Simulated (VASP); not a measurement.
# Bi (P6_3/mmc) in VASP: notebook, part 2 of 2

VASP 6.6.1. Earlier steps stand in the parts before.

## 4. Single point, PBEsol

This run uses another cell than the first one, of the same volume but with other edges.

Input file INCAR:

```
PREC = Accurate ; ENCUT = 500
EDIFF = 1E-6 ; ISMEAR = 0
SIGMA = 0.15 ; LREAL = F
LASPH = T ; NELM = 120
ALGO = Normal ; ISIF = 2
LWAVE = F ; LCHARG = F
GGA = PS ; NBANDS = 22
GGA_COMPAT = F
```

Input file KPOINTS:

```
Automatic mesh
0
Gamma
  12 12 6
```

Input file POSCAR:

```
Bi
1.0
    4.1589058992      0.0000000000      0.0000000000
   -2.0794529496      3.6017181606      0.0000000000
    0.0000000000      0.0000000000     14.0899764316
Bi
2
Direct
    0.3333333333      0.6666666667      0.2500000000
    0.6666666667      0.3333333333      0.7500000000
```

Potentials or basis: VASP PAW PBE potentials, release 64 (Bi_d).

Run with:

```console
$ cat potpaw_PBE.64/Bi_d/POTCAR > POTCAR
$ mpirun -np 1 vasp_std > vasp.out
```

OUTCAR:

```text
PREC = Accurate
   ENCUT = 500
   EDIFF = 1E-6
   ISMEAR = 0
   LREAL = F
   LASPH = T
   NELM = 120
   ISIF = 2
   GGA = PS

 ion  position               nearest neighbor table
   1  0.333  0.667  0.250-
   2  0.667  0.333  0.750-

  LATTYP: Found a hexagonal cell.
 ALAT       =     4.1589058992
 C/A-ratio  =     3.3879046011

  Lattice vectors:

 A1 = (   4.1589058992,   0.0000000000,   0.0000000000)
 A2 = (  -2.0794529496,   3.6017181606,   0.0000000000)
 A3 = (   0.0000000000,   0.0000000000,  14.0899764316)

Analysis of symmetry for initial positions (statically):
=====================================================================
 Subroutine PRICEL returns:
 Original cell was already a primitive cell.

 Routine SETGRP: Setting up the symmetry group for a
 hexagonal supercell.

 Subroutine GETGRP returns: Found 24 space group operations
 (whereof 12 operations were pure point group operations)
 out of a pool of 24 trial point group operations.

[... 150 lines left out ...]
  volume of cell :      211.06
 maximum number of plane-waves:      5396
   NGX = 15   NGY = 15   NGZ = 51

 number of electron      30.0000000 magnetization

 Free energy of the ion-electron system (eV)
  ---------------------------------------------------
  ext. energy  EPLUGINS =         0.00000000
  ---------------------------------------------------
  free energy    TOTEN  =        -4.61560758 eV

  energy without entropy =       -4.55167172  energy(sigma->0) =       -4.58363965

 E-fermi :  -1.0978     XC(G=0):  -5.1388

 val. band max:       -1.1000073536   @ k =   0.2500   0.1667   0.1667
 cond. band min:      -1.0937116537   @ k =   0.2500   0.1667   0.0000
 fundamental gap:      0.0062956999
 Fermi energy:        -1.0978020760

 k-point     1 :       0.0000    0.0000    0.0000
  band No.  band energies     occupation
      1     -23.8836      2.00000
      2     -23.8836      2.00000
      3     -23.8836      2.00000
      4     -23.8836      2.00000
      5     -23.8766      2.00000
      6     -23.8766      2.00000
[... 589 lines left out ...]
     21       4.6687      0.00000
     22       4.8961      0.00000

 [... further k-points ...]
[... 5 lines left out ...]
  --------------------------------------------------------------------------------------
  -------------------------------------------------------------------------------------
  Total       -7.4310237     -7.4310237     -0.0759770     -0.0000000      0.0000000     -0.0000000
  in kB      -56.4105248    -56.4105248     -0.5767582     -0.0000000      0.0000000     -0.0000000
  external PRESSURE =     -37.7992692 kB  Pullay stress =       0.0000000 kB

 VOLUME and BASIS-vectors are now :
 -----------------------------------------------------------------------------
  energy-cutoff  :      500.00
  volume of cell :      211.06
      direct lattice vectors                 reciprocal lattice vectors
     4.158905899  0.000000000  0.000000000     0.240447854  0.138822633  0.000000000
    -2.079452950  3.601718161  0.000000000     0.000000000  0.277645267  0.000000000
     0.000000000  0.000000000 14.089976432     0.000000000  0.000000000  0.070972440

 POSITION                                       TOTAL-FORCE (eV/Angst)
 -----------------------------------------------------------------------------------
     -0.00000      2.40115      3.52249         0.000000     -0.000000      0.000000
      2.07945      1.20057     10.56748        -0.000000      0.000000      0.000000
 -----------------------------------------------------------------------------------
    total drift:                               -0.000000      0.000000      0.000000

  FREE ENERGIE OF THE ION-ELECTRON SYSTEM (eV)
  ---------------------------------------------------
  free  energy   TOTEN  =        -4.6156075817 eV

  energy  without entropy=       -4.5516717228  energy(sigma->0) =       -4.58363965
```

stdout:

```text
POSCAR found type information on POSCAR Bi
 POSCAR found :  1 types and       2 ions
 scaLAPACK will be used
 -----------------------------------------------------------------------------
|                                                                             |
|                                                                             |
|     You enforced a specific xc type in the INCAR file but a different       |
|     I HOPE YOU KNOW WHAT YOU ARE DOING!                                     |
|                                                                             |
 -----------------------------------------------------------------------------

 LDA part: xc-table for (Slater+PW92), standard interpolation
 POSCAR, INCAR and KPOINTS ok, starting setup
 FFT: planning ... GRIDC
 FFT: planning ... GRID_SOFT
 FFT: planning ... GRID
 WAVECAR not read
 entering main loop
```

It took 7.5 min on 1 thread of Intel Xeon 8259CL, shared host; peak memory 0.45 GiB.

What came out:

| Quantity | Value |
| --- | --- |
| Free energy | -4.6156 eV |
| Pressure | -3.8 GPa |
| Band gap on the k mesh | zero (band 15 reaches 1.11 eV, above the bottom of band 16 at -2.22 eV) |

Stress tensor (GPa, compression positive):
```
-5.64  0.00  0.00
 0.00 -5.64  0.00
 0.00  0.00 -0.06
```

Caveat: the PAW data sets were made with another functional, which shifts forces and pressure a little; spin-orbit coupling is left out, which moves the levels of the heavy elements.

## 5. Overview

```tsv
cell	gap on the mesh (eV)	pressure (GPa)
a = 4.466, b = 4.466, c = 12.220 Å, angles 90.0, 90.0, 120.0°, 2 atoms	none	-3.6
a = 4.889, b = 4.889, c = 10.194 Å, angles 90.0, 90.0, 120.0°, 2 atoms	none	-3.3
a = 4.159, b = 4.159, c = 14.090 Å, angles 90.0, 90.0, 120.0°, 2 atoms	none	-3.8
```

Alike in all rows: task single point; level PBEsol; potentials or basis VASP PAW PBE potentials, release 64 (Bi_d); no spin polarisation; k mesh 12 × 12 × 6; cutoff (eV) 500; smearing gaussian 0.15 eV.

Caveats: the PAW data sets were made with another functional, which shifts forces and pressure a little; spin-orbit coupling is left out, which moves the levels of the heavy elements.

Absolute energies hang on the potentials; compare differences alone.
